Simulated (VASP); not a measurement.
Here is a VASP 6.6.1 calculation.

File INCAR:

```
SYSTEM = BN
PREC = Accurate
ENCUT = 520
EDIFF = 1E-7
ISMEAR = 0
SIGMA = 0.05
LREAL = .False.
LASPH = .True.
NELM = 80
ALGO = Normal
ISIF = 2
LWAVE = .False.
LCHARG = .False.
GGA = PE
NBANDS = 26
```

The input KPOINTS:

```
regular mesh
0
Gamma
  6 6 6
  0 0 0
```

Contents of POSCAR:

```
BN
1.0
    3.6596456744      0.0181819142     -0.0130019526
   -0.0181819142     -3.5982790940     -0.0429541483
    0.0130019526     -0.0429541483     -3.6161663036
B N
4 4
Direct
   -0.0025407842      0.5010275786      0.5032289637
    0.5054301865      0.0026404923      0.5008324473
    0.5032666571      0.4992712208      0.0022150323
    0.0010123793     -0.0019328475     -0.0010791308
    0.7482048410      0.7487014110      0.7476857613
    0.2496988137      0.2479695199      0.7468171843
    0.2465215606      0.7500133065      0.2483351518
    0.7484063461      0.2523093183      0.2519645902
```

Potentials or basis: VASP PAW PBE potentials, release 64 (B, N).

Launch:

```console
$ cat potpaw_PBE.64/B/POTCAR potpaw_PBE.64/N/POTCAR > POTCAR
$ mpirun -np 1 vasp_std > vasp.out
```

What does it give for the pressure?

0.9 GPa.

Predict the largest force.

0.989 eV/Å.

Predict the band gap on the k mesh.

4.05 eV.

Stress tensor (GPa, compression positive):
```
 -5.23  -4.47   3.17
 -4.47   5.49 -10.98
  3.17 -10.98   2.54
```

A k mesh can miss the band edges.
